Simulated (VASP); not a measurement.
# Si2W (P6_222) in VASP: a series of runs

Runs on Si2W. Level: PBE. Tasks: single point.

All numbers are computed with VASP 6.6.1; they aren't measurements. Logs are shortened: lines on timing, memory, paths and dates and some standing lists are left out, and cuts for length are marked.

## (1) The cell of the first run

The structure is hexagonal, space group P6_222 (No. 180). The conventional cell has a = 4.639 Å, b = 4.639 Å, c = 6.576 Å, α = 90.00°, β = 90.00°, γ = 120.00°. Si (site symmetry 2) has 7 Si at 2.43 to 3.04 Å and 5 W at 2.60 to 2.80 Å within 3.2 Å. W (site symmetry 222) has 10 Si at 2.60 to 2.80 Å and 4 W at 3.19 Å within 3.4 Å.

## (2) Single point, PBE

Contents of INCAR:

```
ALGO = Normal
EDIFF = 1E-7
ENCUT = 520
GGA = PE
ISIF = 2
ISMEAR = 0
LASPH = True
LCHARG = False
LREAL = False
LWAVE = False
NBANDS = 43
NELM = 80
PREC = Accurate
SIGMA = 0.03
```

Contents of KPOINTS:

```
k-points
0
Gamma
  9 9 6
```

Contents of POSCAR:

```
Si2W
1.0
    4.6392971011      0.0000000000      0.0000000000
   -2.3196485506      4.0177491452      0.0000000000
    0.0000000000      0.0000000000      6.5757397110
Si W
6 3
Direct
    0.8488551621      0.6977103243      0.5000000000
    0.1511448379      0.8488551621      0.8333333333
    0.6977103243      0.8488551621      0.1666666667
    0.1511448379      0.3022896757      0.5000000000
    0.8488551621      0.1511448379      0.8333333333
    0.3022896757      0.1511448379      0.1666666667
    0.0000000000      0.5000000000      0.1666666667
    0.5000000000      0.5000000000      0.8333333333
    0.5000000000      0.0000000000      0.5000000000
```

Potentials or basis: VASP PAW PBE potentials, release 64 (Si, W_sv).

Started as:

```bash
cat potpaw_PBE.64/Si/POTCAR potpaw_PBE.64/W_sv/POTCAR > POTCAR
mpirun -np 1 vasp_std > vasp.out
```

OUTCAR:

```text
EDIFF = 1E-7
   ENCUT = 520
   GGA = PE
   ISIF = 2
   ISMEAR = 0
   LASPH = True
   LREAL = False
   NELM = 80
   PREC = Accurate

 ion  position               nearest neighbor table
   1  0.849  0.698  0.500-   4 2.43   3 2.51   2 2.51   8 2.60   7 2.60   9 2.62   9 2.62   9 2.80
                             4 2.81   4 2.81   6 3.04   5 3.04
   2  0.151  0.849  0.833-   5 2.43   1 2.51   6 2.51   9 2.60   7 2.60   8 2.62   8 2.62   8 2.80
                             5 2.81   5 2.81   4 3.04   3 3.04
   3  0.698  0.849  0.167-   6 2.43   1 2.51   5 2.51   9 2.60   8 2.60   7 2.62   7 2.62   7 2.80
                             6 2.81   6 2.81   4 3.04   2 3.04
   4  0.151  0.302  0.500-   1 2.43   6 2.51   5 2.51   8 2.60   7 2.60   9 2.62   9 2.62   9 2.80
                             1 2.81   1 2.81   3 3.04   2 3.04
   5  0.849  0.151  0.833-   2 2.43   4 2.51   3 2.51   9 2.60   7 2.60   8 2.62   8 2.62   8 2.80
                             2 2.81   2 2.81   1 3.04   6 3.04
   6  0.302  0.151  0.167-   3 2.43   4 2.51   2 2.51   9 2.60   8 2.60   7 2.62   7 2.62   7 2.80
                             3 2.81   3 2.81   1 3.04   5 3.04
   7  0.000  0.500  0.167-   1 2.60   4 2.60   2 2.60   5 2.60   3 2.62   6 2.62   6 2.62   3 2.62
                             3 2.80   6 2.80   9 3.19   9 3.19   8 3.19   8 3.19
   8  0.500  0.500  0.833-   1 2.60   4 2.60   3 2.60   6 2.60   5 2.62   2 2.62   2 2.62   5 2.62
                             5 2.80   2 2.80   9 3.19   9 3.19   7 3.19   7 3.19
   9  0.500  0.000  0.500-   2 2.60   5 2.60   3 2.60   6 2.60   1 2.62   4 2.62   4 2.62   1 2.62
                             4 2.80   1 2.80   7 3.19   7 3.19   8 3.19   8 3.19

  LATTYP: Found a hexagonal cell.
 ALAT       =     4.6392971011
 C/A-ratio  =     1.4174000000

  Lattice vectors:

 A1 = (   4.6392971011,   0.0000000000,   0.0000000000)
 A2 = (  -2.3196485506,   4.0177491452,   0.0000000000)
 A3 = (   0.0000000000,   0.0000000000,   6.5757397110)

Analysis of symmetry for initial positions (statically):
=====================================================================
 Subroutine PRICEL returns:
 Original cell was already a primitive cell.

 Routine SETGRP: Setting up the symmetry group for a
 hexagonal supercell.

 Subroutine GETGRP returns: Found 12 space group operations
 (whereof  4 operations were pure point group operations)
 out of a pool of 24 trial point group operations.

The static configuration has the point symmetry D_2 .
 The point group associated with its full space group is D_6 .

Analysis of symmetry for dynamics (positions and initial velocities):
=====================================================================
 Subroutine PRICEL returns:
 Original cell was already a primitive cell.

 Routine SETGRP: Setting up the symmetry group for a
 hexagonal supercell.

 Subroutine GETGRP returns: Found 12 space group operations
 (whereof  4 operations were pure point group operations)
 out of a pool of 24 trial point group operations.

The dynamic configuration has the point symmetry D_2 .
 The point group associated with its full space group is D_6 .

 Subroutine INISYM returns: Found 12 space group operations
 (whereof  4 operations are pure point group operations),
 and found     1 'primitive' translations

----------------------------------------------------------------------------------------

                                     Primitive cell

  volume of cell :     122.5687

  direct lattice vectors                    reciprocal lattice vectors
     4.639297101  0.000000000  0.000000000     0.215549894  0.124447790  0.000000000
    -2.319648551  4.017749145  0.000000000     0.000000000  0.248895579  0.000000000
     0.000000000  0.000000000  6.575739711     0.000000000  0.000000000  0.152074146

  length of vectors
     4.639297101  4.639297101  6.575739711     0.248895579  0.248895579  0.152074146

  position of ions in fractional coordinates (direct lattice)
     0.848855162  0.697710324  0.500000000
     0.151144838  0.848855162  0.833333333
     0.697710324  0.848855162  0.166666667
     0.151144838  0.302289676  0.500000000
     0.848855162  0.151144838  0.833333333
     0.302289676  0.151144838  0.166666667
     0.000000000  0.500000000  0.166666667
     0.500000000  0.500000000  0.833333333
     0.500000000  0.000000000  0.500000000

  ion indices of the primitive-cell ions
   primitive index   ion index
                 1           1
                 2           2
                 3           3
                 4           4
                 5           5
                 6           6
                 7           7
                 8           8
                 9           9

----------------------------------------------------------------------------------------

 KPOINTS: k-points

Automatic generation of k-mesh.
 Grid dimensions read from file:
 generate k-points for:    9    9    6

 Generating k-lattice:

  Cartesian coordinates                     Fractional coordinates (reciprocal lattice)
     0.023949988  0.013827532  0.000000000     0.111111111  0.000000000  0.000000000
     0.000000000  0.027655064  0.000000000     0.000000000  0.111111111  0.000000000
     0.000000000  0.000000000  0.025345691     0.000000000  0.000000000  0.166666667

  Length of vectors
     0.027655064  0.027655064  0.025345691

  Shift w.r.t. Gamma in fractional coordinates (k-lattice)
     0.000000000  0.000000000  0.000000000

 Subroutine IBZKPT returns following result:
 ===========================================

 Found     48 irreducible k-points:

 Following reciprocal coordinates:
            Coordinates               Weight
  0.000000  0.000000  0.000000      1.000000
  0.111111  0.000000  0.000000      6.000000
  0.222222  0.000000  0.000000      6.000000
  0.333333 -0.000000  0.000000      6.000000
  0.444444  0.000000  0.000000      6.000000
  0.111111  0.111111  0.000000      6.000000
[... 16 lines left out ...]
  0.333333  0.222222  0.166667     24.000000
  0.333333  0.333333  0.166667      4.000000
 [... further k-points ...]
   k-points           NKPTS =     48   k-points in BZ     NKDIM =     48   number of bands    NBANDS=     43
   number of dos      NEDOS =    301   number of ions     NIONS =      9
   total plane-waves  NPLWV =  64800
   dimension x,y,z NGX =    36 NGY =   36 NGZ =   50
   dimension x,y,z NGXF=    72 NGYF=   72 NGZF=  100
   ions per type =               6   3
   NGX,Y,Z   is equivalent  to a cutoff of  12.90, 12.90, 12.64 a.u.
   NGXF,Y,Z  is equivalent  to a cutoff of  25.80, 25.80, 25.28 a.u.
 SYSTEM =  unknown system
   PREC   = accura    normal or accurate (medium, high low for compatibility)
   ISTART =      0    job   : 0-new  1-cont  2-samecut
   ICHARG =      2    charge: 1-file 2-atom 10-const
   ISPIN  =      1    spin polarized calculation?
   LNONCOLLINEAR =      F non collinear calculations
   LSORBIT =      F    spin-orbit coupling
   LASPH  =      T    aspherical Exc in radial PAW
   ENCUT  =  520.0 eV  38.22 Ry    6.18 a.u.   8.63  8.63 12.23*2*pi/ulx,y,z
   NELM   =     80;   NELMIN=  2; NELMDL= -5     # of ELM steps
   EDIFF  = 0.1E-06   stopping-criterion for ELM
   LREAL  =      F    real-space projection
   EDIFFG = 0.1E-05   stopping-criterion for IOM
   NSW    =      0    number of steps for IOM
   IBRION =     -1    ionic relax: 0-MD 1-quasi-New 2-CG
   NFREE  =      0    steps in history (QN), initial steepest desc. (CG)
   ISIF   =      2    stress and relaxation
   ISYM   =      2    0-nonsym 1-usesym 2-fastsym
   POTIM  = 0.5000    time-step for ionic-motion
   TEBEG  =    0.0;   TEEND  =   0.0 temperature during run
   PSTRESS=    0.0 pullay stress
   NELECT =      66.0000    total number of electrons
   NUPDOWN=      -1.0000    fix difference up-down
   EMIN   =  10.00;   EMAX   =-10.00  energy-range for DOS
   EFERMI =   0.00;   METHOD = LEGACY
   ISMEAR =     0;   SIGMA  =   0.03  broadening in eV -4-tet -1-fermi 0-gaus
   EFERMI_NEDOS =   21; number of points for ismear=-14 and -15
   IALGO  =     38    algorithm
   IMIX   =      4    mixing-type and parameters
     AMIX     =   0.40;   BMIX     =  1.00
     AMIX_MAG =   1.60;   BMIX_MAG =  1.00
  volume/ion in A,a.u.               =      13.62        91.90
  Fermi-wavevector in a.u.,A,eV,Ry     =   1.331873  2.516876 24.135194  1.773887
  Thomas-Fermi vector in A             =   2.460851
   LORBIT       =      0    0 simple, 1 ext, 2 COOP (PROOUT), +10 PAW based schemes
   GGA     = PE    functional components
   LHFCALC =     F    Hartree Fock is set to
   AEXX    =    0.0000 exact exchange contribution
   IVDW    =     0    specifies the selected vdW correction
   LEPSILON=     F    determine dielectric tensor
   LRPA    =     F    only Hartree local field effects (RPA)
 non-spin polarized calculation
 Gauss-broadening in eV      SIGMA  =   0.03
  energy-cutoff  :      520.00
  volume of cell :      122.57
 maximum number of plane-waves:      3320
 NGX is ok and might be reduce to    36
   NGX = 17   NGY = 17   NGZ = 25

 number of electron      66.0000008 magnetization

 Free energy of the ion-electron system (eV)
  ---------------------------------------------------
  ext. energy  EPLUGINS =         0.00000000
  ---------------------------------------------------
  free energy    TOTEN  =       -73.30195650 eV

  energy without entropy =      -73.30144342  energy(sigma->0) =      -73.30169996

 E-fermi :  12.3724     XC(G=0): -12.4700

 val. band max:       12.3453004577   @ k =   0.4444   0.1111   0.5000
 cond. band min:      12.3887186491   @ k =   0.0000   0.0000   0.3333
 fundamental gap:      0.0434181914
 Fermi energy:        12.3724366881

 k-point     1 :       0.0000    0.0000    0.0000
  band No.  band energies     occupation
      1     -61.9744      2.00000
      2     -61.9623      2.00000
      3     -61.9623      2.00000
      4     -26.3829      2.00000
      5     -26.3829      2.00000
      6     -26.3132      2.00000
[... 35 lines left out ...]
     42      15.1194      0.00000
     43      15.2890      0.00000
[... 1017 lines left out ...]
      3     -61.9625      2.00000
      4     -26.3905      2.00000
      5     -26.3790      2.00000
      6     -26.3574      2.00000
[... 35 lines left out ...]
     42      15.5064      0.00000
     43      15.6216      0.00000

 [... further k-points ...]

------------------------ aborting loop because EDIFF is reached ----------------------------------------

  FORCE on cell =-STRESS in cart. coord.  units (eV):
  Direction    XX          YY          ZZ          XY          YZ          ZX
  --------------------------------------------------------------------------------------
  -------------------------------------------------------------------------------------
  Total        0.7581664      0.7581664      1.5168713     -0.0000000      0.0000000      0.0000000
  in kB        9.9104986      9.9104986     19.8280362     -0.0000000      0.0000000      0.0000000
  external PRESSURE =      13.2163445 kB  Pullay stress =       0.0000000 kB

 VOLUME and BASIS-vectors are now :
 -----------------------------------------------------------------------------
  energy-cutoff  :      520.00
  volume of cell :      122.57
      direct lattice vectors                 reciprocal lattice vectors
     4.639297101  0.000000000  0.000000000     0.215549894  0.124447790  0.000000000
    -2.319648551  4.017749145  0.000000000     0.000000000  0.248895579  0.000000000
     0.000000000  0.000000000  6.575739711     0.000000000  0.000000000  0.152074146

 POSITION                                       TOTAL-FORCE (eV/Angst)
 -----------------------------------------------------------------------------------
      2.31965      2.80323      3.28787         0.000000     -1.819751      0.000000
     -1.26784      3.41049      5.47978         1.575951     -0.909876     -0.000000
      1.26784      3.41049      1.09596        -1.575951     -0.909876      0.000000
      0.00000      1.21452      3.28787        -0.000000      1.819751      0.000000
      3.58749      0.60726      5.47978        -1.575951      0.909876     -0.000000
      1.05181      0.60726      1.09596         1.575951      0.909876      0.000000
     -1.15982      2.00887      1.09596         0.000000      0.000000      0.000000
      1.15982      2.00887      5.47978         0.000000      0.000000     -0.000000
      2.31965      0.00000      3.28787        -0.000000      0.000000      0.000000
 -----------------------------------------------------------------------------------
    total drift:                               -0.000000     -0.000000     -0.000000

  FREE ENERGIE OF THE ION-ELECTRON SYSTEM (eV)
  ---------------------------------------------------
  free  energy   TOTEN  =       -73.3019564976 eV

  energy  without entropy=      -73.3014434212  energy(sigma->0) =      -73.30169996
```

It took 6.6 min on 1 thread of Intel Xeon Platinum 8259CL at 2.50GHz (Skylake/Cascade Lake), shared host; peak memory 0.36 GiB.

Results:

* Free energy: -73.3020 eV
* Pressure: 1.3 GPa
* Largest force: 1.820 eV/Å
* Band gap on the k mesh: zero (bands 33 and 34 overlap by 0.23 eV)

Forces on the atoms (eV/Å):
```
Si   0.000 -1.820  0.000
Si   1.576 -0.910  0.000
Si  -1.576 -0.910  0.000
Si   0.000  1.820  0.000
Si  -1.576  0.910  0.000
Si   1.576  0.910  0.000
W    0.000  0.000  0.000
W    0.000  0.000  0.000
W    0.000  0.000  0.000
```

Caveat: spin-orbit coupling is left out, which moves the levels of the heavy elements; forces of over 1 eV/Å act on the atoms, so gaps and moduli don't describe the material at rest.

## (3) Single point, PBE

Contents of INCAR:

```
SYSTEM = Si2W
PREC     = Accurate       ! precision mode
ENCUT    = 520            ! plane-wave cutoff, eV
EDIFF    = 1E-7           ! SCF threshold, eV
ISMEAR   = 0              ! smearing method
SIGMA    = 0.03           ! smearing width, eV
LREAL    = .False.        ! projectors in reciprocal space
LASPH    = .True.         ! aspherical terms in the spheres
NELM     = 60             ! most SCF steps
ALGO     = Normal         ! electronic algorithm
ISIF     = 2              ! what is computed and relaxed
LWAVE    = .False.        ! write WAVECAR
LCHARG   = .False.        ! write CHGCAR
GGA      = PE             ! functional
NBANDS   = 43             ! bands
```

Contents of KPOINTS:

```
Automatic mesh
0
Gamma
  9 9 6
  0 0 0
```

Contents of POSCAR:

```
Si2W
1.0
    4.6646658316      0.0000000000      0.0000000000
   -2.3323329158      4.0397191103      0.0000000000
    0.0000000000      0.0000000000      6.5044100356
Si W
6 3
Direct
    0.8551111253      0.7102222506      0.5000000000
    0.1448888747      0.8551111253      0.8333333333
    0.7102222506      0.8551111253      0.1666666667
    0.1448888747      0.2897777494      0.5000000000
    0.8551111253      0.1448888747      0.8333333333
    0.2897777494      0.1448888747      0.1666666667
    0.0000000000      0.5000000000      0.1666666667
    0.5000000000      0.5000000000      0.8333333333
    0.5000000000      0.0000000000      0.5000000000
```

Potentials or basis: VASP PAW PBE potentials, release 64 (Si, W_sv).

Started as:

```bash
cat potpaw_PBE.64/Si/POTCAR potpaw_PBE.64/W_sv/POTCAR > POTCAR
mpirun -np 1 vasp_std > vasp.out
```

OUTCAR:

```text
SYSTEM = Si2W
   PREC = Accurate
   ENCUT = 520
   EDIFF = 1E-7
   ISMEAR = 0
   LREAL = .False.
   LASPH = .True.
   NELM = 60
   ISIF = 2
   GGA = PE

 ion  position               nearest neighbor table
   1  0.855  0.710  0.500-   4 2.34   2 2.46   3 2.46   7 2.60   8 2.60   9 2.61   9 2.61   9 2.87
                             4 2.89   4 2.89   6 2.97   5 2.97
   2  0.145  0.855  0.833-   5 2.34   1 2.46   6 2.46   9 2.60   7 2.60   8 2.61   8 2.61   8 2.87
                             5 2.89   5 2.89   4 2.97   3 2.97
   3  0.710  0.855  0.167-   6 2.34   1 2.46   5 2.46   9 2.60   8 2.60   7 2.61   7 2.61   7 2.87
                             6 2.89   6 2.89   4 2.97   2 2.97
[... 1335 lines left out ...]
  external PRESSURE =      35.1245114 kB  Pullay stress =       0.0000000 kB

 VOLUME and BASIS-vectors are now :
 -----------------------------------------------------------------------------
  energy-cutoff  :      520.00
  volume of cell :      122.57
      direct lattice vectors                 reciprocal lattice vectors
     4.664665832  0.000000000  0.000000000     0.214377629  0.123770982  0.000000000
    -2.332332916  4.039719110  0.000000000     0.000000000  0.247541963  0.000000000
     0.000000000  0.000000000  6.504410036     0.000000000  0.000000000  0.153741845

 POSITION                                       TOTAL-FORCE (eV/Angst)
 -----------------------------------------------------------------------------------
      2.33233      2.86910      3.25221        -0.000000     -2.845305      0.000000
     -1.31855      3.45441      5.42034         2.464106     -1.422652      0.000000
      1.31855      3.45441      1.08407        -2.464106     -1.422652      0.000000
      0.00000      1.17062      3.25221        -0.000000      2.845305      0.000000
      3.65088      0.58531      5.42034        -2.464106      1.422652      0.000000
      1.01379      0.58531      1.08407         2.464106      1.422652      0.000000
     -1.16617      2.01986      1.08407         0.000000     -0.000000     -0.000000
      1.16617      2.01986      5.42034        -0.000000     -0.000000     -0.000000
      2.33233      0.00000      3.25221         0.000000     -0.000000      0.000000
 -----------------------------------------------------------------------------------
    total drift:                               -0.000000      0.000000      0.000000

  FREE ENERGIE OF THE ION-ELECTRON SYSTEM (eV)
  ---------------------------------------------------
  free  energy   TOTEN  =       -72.5860801864 eV

  energy  without entropy=      -72.5847396761  energy(sigma->0) =      -72.58540993
```

Run time: 5.2 min. Hardware: 1 thread of Intel Xeon Platinum 8259CL at 2.50GHz (Skylake/Cascade Lake), shared host; peak memory 0.35 GiB.

What came out:

```
Free energy            : -72.5861 eV
Pressure               : 3.5 GPa
Largest force          : 2.845 eV/Å
Band gap on the k mesh : zero (bands 33 and 34 overlap by 0.49 eV)
```

Forces on the atoms (eV/Å):
```
Si   0.000 -2.845  0.000
Si   2.464 -1.423  0.000
Si  -2.464 -1.423  0.000
Si   0.000  2.845  0.000
Si  -2.464  1.423  0.000
Si   2.464  1.423  0.000
W    0.000  0.000  0.000
W    0.000  0.000  0.000
W    0.000  0.000  0.000
```

Caveat: the cell stands under pressure; spin-orbit coupling is left out, which moves the levels of the heavy elements; forces of over 1 eV/Å act on the atoms, so gaps and moduli don't describe the material at rest.

The gap in the log of VASP goes by the Fermi energy; the results here count the filled bands.